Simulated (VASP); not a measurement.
PbO2: single point with PBEsol

The system is PbO2.

```
Pb O
1.0
     0.00000    2.57000    2.57000
     2.57000    0.00000    2.57000
     2.57000    2.57000    0.00000
Pb O
1 2
Direct
  0.00000 0.00000 0.00000
  0.25000 0.25000 0.25000
  0.75000 0.75000 0.75000
```

```json
{
 "Program": "VASP 6.6.1",
 "Task": "single point",
 "Functional": "PBEsol",
 "Potentials or basis": "VASP PAW PBE potentials, release 64 (Pb_d, O)",
 "Cutoff": "600 eV",
 "k mesh": "4 × 4 × 4",
 "Occupations": "fermi-dirac, width 0.1 eV",
 "Spin": "no spin polarisation",
 "Dipole correction": "no",
 "Further INCAR settings": "ALGO = Normal; EDIFF = 1e-06; NBANDS = 20"
}
```

```
Pressure               : 22.4 GPa
Band gap on the k mesh : zero (band 13 reaches 7.60 eV, above the bottom of band 14 at 6.02 eV)
```

Levels at points of the mesh, in eV from the Fermi level:
| k point | band 11 | band 12 | band 13 | band 14 | band 15 | band 16 |
| --- | --- | --- | --- | --- | --- | --- |
| (0.00, 0.00, 0.00) | -1.78 | -1.78 | -1.78 | -1.76 | 7.02 | 7.02 |
| (0.50, 0.00, 0.00) | -3.69 | -1.86 | -1.86 | 3.35 | 7.31 | 10.37 |
| (0.50, 0.50, 0.00) | -0.63 | -0.38 | -0.38 | 2.09 | 6.90 | 9.34 |

It took 25 s on 1 thread of AMD EPYC 7R13 (shared host), peak memory 0.14 GiB.

Caveat: the k points lie up to 0.53 Å⁻¹ apart; the PAW data sets were made with another functional, which shifts forces and pressure a little; spin-orbit coupling is left out, which moves the levels of the heavy elements.
